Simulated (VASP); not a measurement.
Crystal: TaSn.

```xyz
2
Lattice="0.0000 2.6842 2.6842 2.6842 0.0000 2.6842 2.6842 2.6842 0.0000" Properties=species:S:1:pos:R:3 pbc="T T T"
Ta    0.0000    0.0000    0.0000
Sn    1.3421    1.3421    1.3421
```

The cell was built from a structure type or drawn by symmetry, and may not be a known phase.

```yaml
Program: VASP 6.6.1
Task: relaxation of cell and atoms
Functional: PBE
Potentials_or_basis: VASP PAW PBE potentials, release 64 (Ta_pv, Sn_d)
Cutoff: 500 eV
k_mesh: 6 × 6 × 6
Occupations: gaussian, width 0.1 eV
Spin: no spin polarisation
```

At the start: pressure 88.1 GPa; volume 19.34 Å³/atom.

Question: Where does the relaxation end?

Answer: Over 5 steps the energy falls by 2231.4 meV/atom and the volume is 31.43 Å³/atom (+62.5 %); space group F-43m (No. 216, to 0.1 Å) before and after.

The path:
```csv
step,energy change (eV),largest force (eV/Å),pressure (GPa),volume (Å³)
1,0.0000,0.0000,88.12,38.68
2,-0.5038,0.0000,-9.35,134.00
3,-4.3723,0.0000,-4.75,68.72
4,-4.4426,0.0000,-2.44,65.63
5,-4.4628,0.0000,0.20,62.87
```

Final structure:
```
CELL_PARAMETERS angstrom
0.00000 3.15595 3.15595
3.15595 0.00000 3.15595
3.15595 3.15595 0.00000
ATOMIC_POSITIONS crystal
Ta 0.00000 0.00000 0.00000
Sn 0.25000 0.25000 0.25000
```

Caveat: the volume moved by over 15 % at a fixed basis, so the end points are rough.
